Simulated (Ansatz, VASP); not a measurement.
# SiO2 in VASP and in Ansatz

Contents of INCAR:

```
SYSTEM = SiO2
PREC = Accurate
ENCUT = 520
EDIFF = 1E-8
ISMEAR = -1
SIGMA = 0.02
LREAL = .FALSE.
LASPH = .TRUE.
NELM = 100
ALGO = Normal
ISIF = 2
LWAVE = .FALSE.
LCHARG = .FALSE.
GGA = PE
LEFG = .TRUE.
NBANDS = 44
```

KPOINTS

```
regular mesh
0
G
  5 5 5
  0 0 0
```

The input POSCAR:

```
SiO2
1.0
   -2.6233364600      4.7767535050      4.4416747250
    2.6233364600     -4.7767535050      4.4416747250
    2.6233364600      4.7767535050     -4.4416747250
Si O
4 8
Direct
    0.9295488000      0.8449448900      0.0846039100
    0.7396590200      0.1550551100      0.5846039100
    0.0704512000      0.1550551100      0.9153960900
    0.2603409800      0.8449448900      0.4153960900
    0.1306888700      0.8806888700      0.2500000000
    0.8693111300      0.1193111300      0.7500000000
    0.7931754100      0.5000000000      0.7931754100
    0.2068245900      0.0000000000      0.7068245900
    0.2068245900      0.5000000000      0.2068245900
    0.7931754100      0.0000000000      0.2931754100
    0.0000000000      0.0000000000      0.0000000000
    0.5000000000      0.0000000000      0.5000000000
```

Input for Ansatz:

```yaml
crystal:
  lattice:
    - [-2.62333646, 4.776753505, 4.441674725]
    - [2.62333646, -4.776753505, 4.441674725]
    - [2.62333646, 4.776753505, -4.441674725]
  atoms:
    - { symbol: Si, position: [0.9295488, 0.84494489, 0.08460391] }
    - { symbol: Si, position: [0.73965902, 0.15505511, 0.58460391] }
    - { symbol: Si, position: [0.0704512, 0.15505511, 0.91539609] }
    - { symbol: Si, position: [0.26034098, 0.84494489, 0.41539609] }
    - { symbol: O, position: [0.13068887, 0.88068887, 0.25] }
    - { symbol: O, position: [0.86931113, 0.11931113, 0.75] }
    - { symbol: O, position: [0.79317541, 0.5, 0.79317541] }
    - { symbol: O, position: [0.20682459, 0.0, 0.70682459] }
    - { symbol: O, position: [0.20682459, 0.5, 0.20682459] }
    - { symbol: O, position: [0.79317541, 0.0, 0.29317541] }
    - { symbol: O, position: [0.0, 0.0, 0.0] }
    - { symbol: O, position: [0.5, 0.0, 0.5] }
kpoints:
  mp_grid: { grid: [5, 5, 5] }
scf:
  occupations: { method: fermi_dirac, width: 0.02 }
hamiltonian:
  xc: pbe
  pseudopotentials: { kind: paw }
output:
  forces: true
  stress: true
  populations: true
  efg: { quadrupole_moments_barn: { O: -0.02558 }, contact_densities: true }
```

Alike in both runs: task electric field gradients; functional PBE; k mesh 5 × 5 × 5; occupations fermi-dirac, width 0.02 eV; no spin polarisation.

|  | VASP | Ansatz |
| --- | --- | --- |
| version | VASP 6.6.1 | Ansatz 0.2.0 |
| potentials or method | VASP PAW PBE potentials, release 64 (Si, O) | plane-wave PAW, scalar-relativistic |
| plane-wave cutoff (eV) | 520 | 420 |
| valence electrons in the cell | 64 | 64 |

```tsv
	VASP	Ansatz	Ansatz less VASP
gap on the k mesh at the Fermi level (eV)	5.49	5.49	+0.003
pressure (GPa)	3.5	3.4	-0.07
traceless stress, the component that is largest in VASP (GPa)	-0.08	-0.05	+0.026
rms of the force components (eV/Å)	0.114	0.122	+0.0084
size of Vzz on the site where it differs most (V/Å²)	98.2	103.6	+5.33
```

Atom by atom the forces differ by 0.017 eV/Å (rms over components). With one functional, cell and mesh, what is left measures potentials, basis and numerics.
